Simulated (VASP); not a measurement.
# LiBi3 (P4/mmm) in VASP: relaxation of cell and atoms with PBE

Aim: the relaxation of cell and atoms of LiBi3 with PBE.

All numbers are computed with VASP 6.6.1; they aren't measurements. Logs are shortened: lines on timing, memory, paths and dates and some standing lists are left out, and cuts for length are marked.

## (1) The cell of the first run

Symmetry: P4/mmm, No. 123, tetragonal system. The conventional cell has a = 6.407 Å, b = 6.407 Å, c = 3.155 Å, α = 90.00°, β = 90.00°, γ = 90.00°. Li (site symmetry 4/mmm) has 2 Li at 3.16 Å and 8 Bi at 3.57 Å within 4.2 Å. Bi (site symmetry 4/mmm) has 6 Bi at 3.16 to 3.20 Å within 4.2 Å. Bi (site symmetry mmm) has 4 Bi at 3.16 to 3.20 Å and 4 Li at 3.57 Å within 4.2 Å.

## (2) Relaxation of cell and atoms, PBE

INCAR reads:

```
PREC     = Accurate       # precision mode
ENCUT    = 600            # plane-wave cutoff, eV
EDIFF    = 1E-7           # SCF threshold, eV
ISMEAR   = 0              # smearing method
SIGMA    = 0.1            # smearing width, eV
LREAL    = F              # projectors in reciprocal space
LASPH    = T              # aspherical terms in the spheres
NELM     = 100            # most SCF steps
ALGO     = Normal         # electronic algorithm
ISIF     = 3              # what is computed and relaxed
LWAVE    = F              # write WAVECAR
LCHARG   = F              # write CHGCAR
GGA      = PE             # functional
IBRION   = 2              # ionic algorithm
NSW      = 100            # ionic steps
EDIFFG   = -0.01          # ionic threshold
```

KPOINTS reads:

```
regular mesh
0
Gamma
  8 8 14
```

POSCAR reads:

```
LiBi3
1.0
    6.4067018647      0.0000000000      0.0000000000
    0.0000000000      6.4067018647      0.0000000000
    0.0000000000      0.0000000000      3.1554724076
Li Bi
1 3
Direct
    0.5000000000      0.5000000000      0.5000000000
    0.0000000000      0.0000000000      0.0000000000
    0.0000000000      0.5000000000      0.0000000000
    0.5000000000      0.0000000000      0.0000000000
```

Potentials or basis: VASP PAW PBE potentials, release 64 (Li_sv, Bi_d).

Run with:

```console
$ cat potpaw_PBE.64/Li_sv/POTCAR potpaw_PBE.64/Bi_d/POTCAR > POTCAR
$ mpirun -np 1 vasp_std > vasp.out
```

OUTCAR:

```text
PREC = Accurate
   ENCUT = 600
   EDIFF = 1E-7
   ISMEAR = 0
   LREAL = F
   LASPH = T
   NELM = 100
   ISIF = 3
   GGA = PE
   IBRION = 2
   NSW = 100
   EDIFFG = -0.01

 ion  position               nearest neighbor table
   1  0.500  0.500  0.500-
   2  0.000  0.000  0.000-   3 3.20   4 3.20   3 3.20   4 3.20
   3  0.000  0.500  0.000-   2 3.20   2 3.20
   4  0.500  0.000  0.000-   2 3.20   2 3.20

  LATTYP: Found a simple tetragonal cell.
 ALAT       =     6.4067018647
 C/A-ratio  =     0.4925268062

  Lattice vectors:

 A1 = (   6.4067018647,   0.0000000000,   0.0000000000)
 A2 = (   0.0000000000,   6.4067018647,   0.0000000000)
 A3 = (   0.0000000000,   0.0000000000,   3.1554724076)

Analysis of symmetry for initial positions (statically):
=====================================================================
 Subroutine PRICEL returns:
 Original cell was already a primitive cell.

 Routine SETGRP: Setting up the symmetry group for a
 simple tetragonal supercell.

 Subroutine GETGRP returns: Found 16 space group operations
 (whereof 16 operations were pure point group operations)
 out of a pool of 16 trial point group operations.

The static configuration has the point symmetry D_4h.

Analysis of symmetry for dynamics (positions and initial velocities):
=====================================================================
 Subroutine PRICEL returns:
 Original cell was already a primitive cell.

 Routine SETGRP: Setting up the symmetry group for a
 simple tetragonal supercell.

 Subroutine GETGRP returns: Found 16 space group operations
 (whereof 16 operations were pure point group operations)
 out of a pool of 16 trial point group operations.

The dynamic configuration has the point symmetry D_4h.

 Subroutine INISYM returns: Found 16 space group operations
 (whereof 16 operations are pure point group operations),
 and found     1 'primitive' translations

----------------------------------------------------------------------------------------

                                     Primitive cell

  volume of cell :     129.5190

  direct lattice vectors                    reciprocal lattice vectors
     6.406701865  0.000000000  0.000000000     0.156086551  0.000000000  0.000000000
     0.000000000  6.406701865  0.000000000     0.000000000  0.156086551  0.000000000
     0.000000000  0.000000000  3.155472408     0.000000000  0.000000000  0.316909759

  length of vectors
     6.406701865  6.406701865  3.155472408     0.156086551  0.156086551  0.316909759

  position of ions in fractional coordinates (direct lattice)
     0.500000000  0.500000000  0.500000000
     0.000000000  0.000000000  0.000000000
     0.000000000  0.500000000  0.000000000
     0.500000000  0.000000000  0.000000000

  ion indices of the primitive-cell ions
   primitive index   ion index
                 1           1
                 2           2
                 3           3
                 4           4

----------------------------------------------------------------------------------------

 KPOINTS: regular mesh

Automatic generation of k-mesh.
 Grid dimensions read from file:
 generate k-points for:    8    8   14

 Generating k-lattice:

  Cartesian coordinates                     Fractional coordinates (reciprocal lattice)
     0.019510819  0.000000000  0.000000000     0.125000000  0.000000000  0.000000000
     0.000000000  0.019510819  0.000000000     0.000000000  0.125000000  0.000000000
     0.000000000  0.000000000  0.022636411     0.000000000  0.000000000  0.071428571

  Length of vectors
     0.019510819  0.019510819  0.022636411

  Shift w.r.t. Gamma in fractional coordinates (k-lattice)
     0.000000000  0.000000000  0.000000000

 Subroutine IBZKPT returns following result:
 ===========================================

 Found    120 irreducible k-points:

 Following reciprocal coordinates:
            Coordinates               Weight
  0.000000  0.000000  0.000000      1.000000
  0.125000  0.000000  0.000000      4.000000
  0.250000  0.000000  0.000000      4.000000
  0.375000  0.000000  0.000000      4.000000
  0.500000  0.000000  0.000000      2.000000
  0.125000  0.125000  0.000000      4.000000
[... 16 lines left out ...]
  0.375000  0.125000  0.071429     16.000000
  0.500000  0.125000  0.071429      8.000000
 [... further k-points ...]
   k-points           NKPTS =    120   k-points in BZ     NKDIM =    120   number of bands    NBANDS=     28
   number of dos      NEDOS =    301   number of ions     NIONS =      4
   total plane-waves  NPLWV =  81648
   dimension x,y,z NGX =    54 NGY =   54 NGZ =   28
   dimension x,y,z NGXF=   108 NGYF=  108 NGZF=   56
   ions per type =               1   3
   NGX,Y,Z   is equivalent  to a cutoff of  14.01, 14.01, 14.75 a.u.
   NGXF,Y,Z  is equivalent  to a cutoff of  28.02, 28.02, 29.50 a.u.
 SYSTEM =  unknown system
   PREC   = accura    normal or accurate (medium, high low for compatibility)
   ISTART =      0    job   : 0-new  1-cont  2-samecut
   ICHARG =      2    charge: 1-file 2-atom 10-const
   ISPIN  =      1    spin polarized calculation?
   LNONCOLLINEAR =      F non collinear calculations
   LSORBIT =      F    spin-orbit coupling
   LASPH  =      T    aspherical Exc in radial PAW
   ENCUT  =  600.0 eV  44.10 Ry    6.64 a.u.  12.80 12.80  6.30*2*pi/ulx,y,z
   NELM   =    100;   NELMIN=  2; NELMDL= -5     # of ELM steps
   EDIFF  = 0.1E-06   stopping-criterion for ELM
   LREAL  =      F    real-space projection
   EDIFFG = -.1E-01   stopping-criterion for IOM
   NSW    =    100    number of steps for IOM
   IBRION =      2    ionic relax: 0-MD 1-quasi-New 2-CG
   NFREE  =      1    steps in history (QN), initial steepest desc. (CG)
   ISIF   =      3    stress and relaxation
   ISYM   =      2    0-nonsym 1-usesym 2-fastsym
   POTIM  = 0.5000    time-step for ionic-motion
   TEBEG  =    0.0;   TEEND  =   0.0 temperature during run
   PSTRESS=    0.0 pullay stress
   NELECT =      48.0000    total number of electrons
   NUPDOWN=      -1.0000    fix difference up-down
   EMIN   =  10.00;   EMAX   =-10.00  energy-range for DOS
   EFERMI =   0.00;   METHOD = LEGACY
   ISMEAR =     0;   SIGMA  =   0.10  broadening in eV -4-tet -1-fermi 0-gaus
   EFERMI_NEDOS =   21; number of points for ismear=-14 and -15
   IALGO  =     38    algorithm
   IMIX   =      4    mixing-type and parameters
     AMIX     =   0.40;   BMIX     =  1.00
     AMIX_MAG =   1.60;   BMIX_MAG =  1.00
  volume/ion in A,a.u.               =      32.38       218.51
  Fermi-wavevector in a.u.,A,eV,Ry     =   1.175919  2.222165 18.813941  1.382786
  Thomas-Fermi vector in A             =   2.312292
   LORBIT       =      0    0 simple, 1 ext, 2 COOP (PROOUT), +10 PAW based schemes
   GGA     = PE    functional components
   LHFCALC =     F    Hartree Fock is set to
   AEXX    =    0.0000 exact exchange contribution
   IVDW    =     0    specifies the selected vdW correction
   LEPSILON=     F    determine dielectric tensor
   LRPA    =     F    only Hartree local field effects (RPA)
 conjugate gradient relaxation of ions
 non-spin polarized calculation
 Gauss-broadening in eV      SIGMA  =   0.10
  energy-cutoff  :      600.00
  volume of cell :      129.52
 maximum number of plane-waves:      4354
 NGX is ok and might be reduce to    54
   NGX = 25   NGY = 25   NGZ = 13

--------------------------------------- Ionic step        1  -------------------------------------------

 number of electron      48.0000014 magnetization

 Free energy of the ion-electron system (eV)
  ---------------------------------------------------
  ext. energy  EPLUGINS =         0.00000000
  ---------------------------------------------------
  free energy    TOTEN  =       -13.64526167 eV

  energy without entropy =      -13.63566078  energy(sigma->0) =      -13.64046122

------------------------ aborting loop because EDIFF is reached ----------------------------------------

  FORCE on cell =-STRESS in cart. coord.  units (eV):
  Direction    XX          YY          ZZ          XY          YZ          ZX
  --------------------------------------------------------------------------------------
  -------------------------------------------------------------------------------------
  Total       -1.0986389     -1.0986389      2.3243729      0.0000000      0.0000000      0.0000000
  in kB      -13.5903969    -13.5903969     28.7529866      0.0000000      0.0000000      0.0000000
  external PRESSURE =       0.5240643 kB  Pullay stress =       0.0000000 kB

 VOLUME and BASIS-vectors are now :
 -----------------------------------------------------------------------------
  energy-cutoff  :      600.00
  volume of cell :      129.52
      direct lattice vectors                 reciprocal lattice vectors
     6.406701865  0.000000000  0.000000000     0.156086551  0.000000000  0.000000000
     0.000000000  6.406701865  0.000000000     0.000000000  0.156086551  0.000000000
     0.000000000  0.000000000  3.155472408     0.000000000  0.000000000  0.316909759
[... 77 lines left out ...]
 POSITION                                       TOTAL-FORCE (eV/Angst)
 -----------------------------------------------------------------------------------
      3.16089      3.16089      1.62198         0.000000      0.000000      0.000000
      0.00000      0.00000      0.00000         0.000000      0.000000      0.000000
      0.00000      3.16089      0.00000         0.000000      0.000000      0.000000
      3.16089      0.00000      0.00000         0.000000      0.000000      0.000000
 -----------------------------------------------------------------------------------
    total drift:                                0.000000     -0.000000      0.000000

  FREE ENERGIE OF THE ION-ELECTRON SYSTEM (eV)
  ---------------------------------------------------
  free  energy   TOTEN  =       -13.6925235888 eV

  energy  without entropy=      -13.6841453034  energy(sigma->0) =      -13.68833445

--------------------------------------- Ionic step        4  -------------------------------------------

 number of electron      48.0000002 magnetization

 Free energy of the ion-electron system (eV)
  ---------------------------------------------------
  ext. energy  EPLUGINS =         0.00000000
  ---------------------------------------------------
  free energy    TOTEN  =       -13.69333672 eV

  energy without entropy =      -13.68491746  energy(sigma->0) =      -13.68912709

 E-fermi :   5.1690     XC(G=0):  -9.0409

 val. band max:        5.1660854012   @ k =   0.3750   0.1250   0.5000
 cond. band min:       5.1765878014   @ k =   0.5000   0.2500   0.1429
 fundamental gap:      0.0105024001
 Fermi energy:         5.1689832484

 k-point     1 :       0.0000    0.0000    0.0000
  band No.  band energies     occupation
      1     -42.1098      2.00000
      2     -17.7335      2.00000
      3     -17.7201      2.00000
      4     -17.5433      2.00000
      5     -17.4861      2.00000
      6     -17.4734      2.00000
[... 20 lines left out ...]
     27       9.7844      0.00000
[... 691 lines left out ...]
      6     -17.4761      2.00000
[... 20 lines left out ...]
     27       9.0198      0.00000
     28       9.3533      0.00000

 [... further k-points ...]
[... 5 lines left out ...]
  --------------------------------------------------------------------------------------
  -------------------------------------------------------------------------------------
  Total        0.0341991      0.0341991      0.0029416      0.0000000      0.0000000      0.0000000
  in kB        0.4260786      0.4260786      0.0366490      0.0000000      0.0000000      0.0000000
  external PRESSURE =       0.2962688 kB  Pullay stress =       0.0000000 kB

 VOLUME and BASIS-vectors are now :
 -----------------------------------------------------------------------------
  energy-cutoff  :      600.00
  volume of cell :      128.60
      direct lattice vectors                 reciprocal lattice vectors
     6.302726473 -0.000000000  0.000000000     0.158661494  0.000000000  0.000000000
    -0.000000000  6.302726473  0.000000000    -0.000000000  0.158661494  0.000000000
    -0.000000000 -0.000000000  3.237270944    -0.000000000 -0.000000000  0.308902164

 POSITION                                       TOTAL-FORCE (eV/Angst)
 -----------------------------------------------------------------------------------
      3.15136      3.15136      1.61864         0.000000      0.000000      0.000000
      0.00000      0.00000      0.00000         0.000000      0.000000      0.000000
     -0.00000      3.15136      0.00000        -0.000000     -0.000000      0.000000
      3.15136     -0.00000      0.00000         0.000000      0.000000      0.000000
 -----------------------------------------------------------------------------------
    total drift:                                0.000000     -0.000000      0.000000

  FREE ENERGIE OF THE ION-ELECTRON SYSTEM (eV)
  ---------------------------------------------------
  free  energy   TOTEN  =       -13.6933367155 eV

  energy  without entropy=      -13.6849174561  energy(sigma->0) =      -13.68912709

 reached required accuracy - stopping structural energy minimisation
```

Run time: 12 min. Hardware: 1 thread of Intel Xeon 6975P-C (Granite Rapids), shared host; peak memory 0.59 GiB.

Results:

| Item | Value |
| --- | --- |
| Free energy | -13.6933 eV |
| Relaxed volume | 32.15 Å³/atom |
| Relaxed cell | a = 6.303 Å, b = 6.303 Å, c = 3.237 Å, α = 90.00°, β = 90.00°, γ = 90.00° |
| Space group after relaxing (to 0.05 Å) | P4/mmm (No. 123) |
| Energy gained by relaxing | 12.0 meV/atom |
| Ionic steps | 4 |
| Pressure after relaxing | 0.0 GPa |
| Band gap on the k mesh | zero (band 24 reaches 6.97 eV, above the bottom of band 25 at 4.17 eV) |

The path:
```tsv
step	energy change (eV)	largest force (eV/Å)	pressure (GPa)	volume (Å³)
1	0.0000	0.0000	0.05	129.52
2	-0.0473	0.0000	-0.28	129.64
3	-0.0473	0.0000	-0.28	129.64
4	-0.0481	0.0000	0.03	128.60
```

Final structure:
```
Li Bi
1.0
     6.30273    0.00000    0.00000
     0.00000    6.30273    0.00000
     0.00000    0.00000    3.23727
Li Bi
1 3
Direct
  0.50000 0.50000 0.50000
  0.00000 0.00000 0.00000
  0.00000 0.50000 0.00000
  0.50000 0.00000 0.00000
```

Caveat: the cutoff is under 1.25 times the usual one of these potentials, so pressure, stress and relaxed cells hold a basis-set (Pulay) error; spin-orbit coupling is left out, which moves the levels of the heavy elements.
